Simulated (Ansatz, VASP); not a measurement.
Given: the input of a run of Ansatz 0.2.0 on HPbNO4.

The input input.yaml:

```yaml
crystal:
  lattice:
    - [4.2815887523, 0.1133503575, 0.1714682883]
    - [1.9535781678, 3.9676397681, 0.1281449395]
    - [1.7953852384, 1.2771568252, 6.4976458489]
  atoms:
    - { symbol: H, position: [0.89145, 0.68202, 0.62796] }
    - { symbol: Pb, position: [0.14426, 0.92872, 0.88352] }
    - { symbol: "N", position: [0.2567, 0.28861, 0.30171] }
    - { symbol: O, position: [0.83108, 0.65056, 0.78405] }
    - { symbol: O, position: [0.38694, 0.2238, 0.11295] }
    - { symbol: O, position: [0.31104, 0.03576, 0.45856] }
    - { symbol: O, position: [0.07726, 0.60633, 0.32275] }
kpoints:
  mp_grid: { grid: [5, 5, 4] }
scf:
  occupations: { method: fermi_dirac, width: 0.05 }
hamiltonian:
  xc: pbe
  pseudopotentials: { kind: all_electron, lapw: { basis_error: 0.003 } }
output:
  forces: true
  stress: true
  eigenvalues: true
```

Potentials or basis: all-electron LAPW, scalar-relativistic.

The run is started by

```sh
$ ansatz run input.yaml --threads 8 --pin off --max-ram 24576MiB --backend cpu --events-out ev --progress --plain --runs-dir out
```

Translate it to VASP 6.6.1. Potentials there: VASP PAW PBE potentials, release 64 (H, Pb_d, N, O).

As run (the cutoff follows the program's own potentials):

Contents of INCAR:

```
SYSTEM = HPbNO4
ALGO = Normal ; EDIFF = 1E-7
ENCUT = 520 ; GGA = PE
ISIF = 2 ; ISMEAR = -1
LASPH = .True. ; LCHARG = .False.
LREAL = .False. ; LWAVE = .False.
NBANDS = 31 ; NELM = 60
PREC = Accurate ; SIGMA = 0.05
```

The input KPOINTS:

```
k-points
0
Gamma
  5 5 4
  0 0 0
```

File POSCAR:

```
HPbNO4
1.0
    4.2815887523      0.1133503575      0.1714682883
    1.9535781678      3.9676397681      0.1281449395
    1.7953852384      1.2771568252      6.4976458489
H Pb N O
1 1 1 4
Direct
    0.8914500000      0.6820200000      0.6279600000
    0.1442600000      0.9287200000      0.8835200000
    0.2567000000      0.2886100000      0.3017100000
    0.8310800000      0.6505600000      0.7840500000
    0.3869400000      0.2238000000      0.1129500000
    0.3110400000      0.0357600000      0.4585600000
    0.0772600000      0.6063300000      0.3227500000
```

Potentials or basis: VASP PAW PBE potentials, release 64 (H, Pb_d, N, O).

The run is started by

```sh
$ cat potpaw_PBE.64/H/POTCAR potpaw_PBE.64/Pb_d/POTCAR potpaw_PBE.64/N/POTCAR potpaw_PBE.64/O/POTCAR > POTCAR
$ mpirun -np 1 vasp_std > vasp.out
```

Both were run:

|  | VASP | Ansatz | Ansatz less VASP |
| --- | --- | --- | --- |
| gap on the k mesh at the Fermi level (eV) | 2.79 | 2.82 | +0.028 |
| least direct gap on the mesh (eV) | 2.79 | 2.82 | +0.028 |
| pressure (GPa) | -4.4 | -5.0 | -0.55 |
| traceless stress, the component that is largest in VASP (GPa) | 2.38 | 3.13 | +0.750 |
| rms of the force components (eV/Å) | 0.437 | 0.580 | +0.1423 |

Atom by atom the forces differ by 0.146 eV/Å (rms over components). Ansatz ran all-electron here, and VASP with PAW potentials.

Neither program's run includes spin-orbit coupling.
